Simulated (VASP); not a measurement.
# CsCl: single point with HSE06

CsCl:

```
CELL_PARAMETERS angstrom
4.13683 0.00000 0.00000
0.00000 4.13683 0.00000
0.00000 0.00000 4.13683
ATOMIC_POSITIONS crystal
Cs 0.00000 0.00000 0.00000
Cl 0.50000 0.50000 0.50000
```

* Program: VASP 6.6.1
* Task: single point
* Functional: HSE06
* Potentials or basis: VASP PAW PBE potentials, release 64 (Cs_sv, Cl)
* Cutoff: 400 eV
* k mesh: 4 × 4 × 4
* Occupations: gaussian, width 0.01 eV
* Spin: no spin polarisation

```
Pressure               : 0.5 GPa
Band gap on the k mesh : 6.53 eV
```

Levels at points of the mesh, in eV from the valence-band top:
```csv
k point,band 6,band 7,band 8,band 9,band 10,band 11
"(0.00, 0.00, 0.00)",0.00,0.00,0.00,6.53,6.68,6.68
"(0.50, 0.00, 0.00)",-1.20,-0.24,-0.24,7.76,8.97,10.20
"(0.50, 0.50, 0.00)",-0.45,-0.45,-0.06,7.25,7.34,9.39
"(0.50, 0.50, 0.50)",-1.13,-1.13,-1.13,9.92,9.92,9.92
```

It took 7.8 min on 1 thread of Intel Xeon 8259CL (shared host), peak memory 0.26 GiB.

Caveat: the PAW data sets were made with another functional, which shifts forces and pressure a little; spin-orbit coupling is left out, which moves the levels of the heavy elements.
